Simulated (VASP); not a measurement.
## CdOs2: relaxation of cell and atoms with PBE

Crystal: CdOs2.

```
Cd Os
1.0
    -1.70567    1.70567    4.18423
     1.70567   -1.70567    4.18423
     1.70567    1.70567   -4.18423
Cd Os
1 2
Direct
  0.00000 0.00000 0.00000
  0.66500 0.66500 0.00000
  0.33500 0.33500 0.00000
```

| Quantity | Value |
| --- | --- |
| Program | VASP 6.6.1 |
| Task | relaxation of cell and atoms |
| Functional | PBE |
| Potentials or basis | VASP PAW PBE potentials, release 64 (Cd, Os) |
| Cutoff | 600 eV |
| k mesh | 8 × 8 × 8 |
| Occupations | gaussian, width 0.1 eV |
| Spin | no spin polarisation |
| Dipole correction | no |
| Further INCAR settings | ALGO = Normal; EDIFF = 1e-06; IBRION = 2; EDIFFG = -0.04; NSW = 90; ISIF = 3 |

| Property | Result |
| --- | --- |
| Relaxed volume | 16.31 Å³/atom |
| Relaxed cell | a = 6.369 Å, b = 6.369 Å, c = 6.369 Å, α = 154.18°, β = 154.18°, γ = 36.84° |
| Space group after relaxing (to 0.1 Å) | I4/mmm (No. 139) |
| Energy gained by relaxing | 607.3 meV/atom |
| Ionic steps | 24 |
| Pressure after relaxing | 0.2 GPa |
| Largest force after relaxing | 0.011 eV/Å |
| Band gap on the k mesh | zero (bands 14 and 15 overlap by 2.66 eV) |

Forces in eV/Å, atoms in the order of the input:
```
Cd   0.000  0.000  0.000
Os   0.000  0.000 -0.011
Os   0.000  0.000  0.011
```

Stress tensor (GPa, compression positive):
```
0.11 0.00 0.00
0.00 0.11 0.00
0.00 0.00 0.33
```

The path:
| step | energy change (eV) | largest force (eV/Å) | pressure (GPa) | volume (Å³) |
| --- | --- | --- | --- | --- |
| 1 | 0.0000 | 1.0155 | -2.69 | 48.69 |
| 2 | -0.1736 | 0.8065 | 6.65 | 46.76 |
| 3 | -0.0809 | 1.0246 | 28.49 | 44.07 |
| 4 | -0.2053 | 0.4648 | 11.92 | 45.96 |
| 5 | -0.2713 | 0.2430 | 11.22 | 46.13 |
| 6 | -0.4193 | 0.5374 | 10.79 | 46.60 |
| 7 | -0.5189 | 1.5379 | 16.20 | 47.31 |
| 8 | -0.7446 | 1.0139 | 4.73 | 49.69 |
| 9 | -0.8529 | 0.6358 | -5.95 | 52.70 |
| 10 | -0.8542 | 0.5987 | -7.27 | 53.15 |
| 11 | -1.0027 | 1.2429 | -8.50 | 53.63 |
| 12 | -1.3805 | 1.6557 | -10.00 | 54.57 |
| 13 | -1.4180 | 1.6391 | -9.35 | 54.76 |
| 14 | -1.4145 | 1.6572 | -9.71 | 54.69 |
| 15 | -1.6340 | 1.8806 | -0.88 | 51.47 |
| 16 | -1.6438 | 1.8348 | 2.30 | 50.59 |
| 17 | -1.7178 | 0.2635 | -2.89 | 50.28 |
| 18 | -1.7192 | 0.0723 | -2.34 | 50.32 |
| 19 | -1.7811 | 0.0468 | -0.19 | 49.46 |
| 20 | -1.8089 | 0.0263 | 2.44 | 48.57 |
| 21 | -1.8102 | 0.0275 | 3.33 | 48.31 |
| 22 | -1.8165 | 0.3886 | -2.38 | 49.28 |
| 23 | -1.8200 | 0.2565 | -0.29 | 48.92 |
| 24 | -1.8218 | 0.0115 | 0.18 | 48.94 |

Final structure:
```xyz
3
Lattice="-1.4229 1.4229 6.0427 1.4229 -1.4229 6.0427 1.4229 1.4229 -6.0427" Properties=species:S:1:pos:R:3 pbc="T T T"
Cd    0.0000    0.0000    0.0000
Os    0.0000    0.0000    8.2707
Os    1.4229    1.4229   -2.2280
```

Levels at points of the mesh, in eV from the Fermi level:
| k point | band 12 | band 13 | band 14 | band 15 | band 16 | band 17 |
| --- | --- | --- | --- | --- | --- | --- |
| (0.00, 0.00, 0.00) | -2.19 | -2.19 | -0.72 | 0.93 | 0.93 | 1.27 |
| (0.50, 0.00, 0.00) | -2.28 | -2.26 | -0.89 | 1.48 | 1.65 | 1.73 |
| (0.50, 0.50, 0.00) | 0.38 | 0.49 | 1.05 | 2.29 | 2.29 | 4.01 |
| (0.50, 0.50, 0.50) | -2.32 | -1.03 | -0.73 | 1.23 | 1.23 | 2.02 |

Wall time 18 min on 1 thread of Intel(R) Xeon(R) Platinum 8488C (Sapphire Rapids), with other jobs on the host, peak memory 0.3 GiB.

Caveat: a cell axis changed by over 15 % at a fixed basis, so the end point is rough; spin-orbit coupling is left out, which moves the levels of the heavy elements.
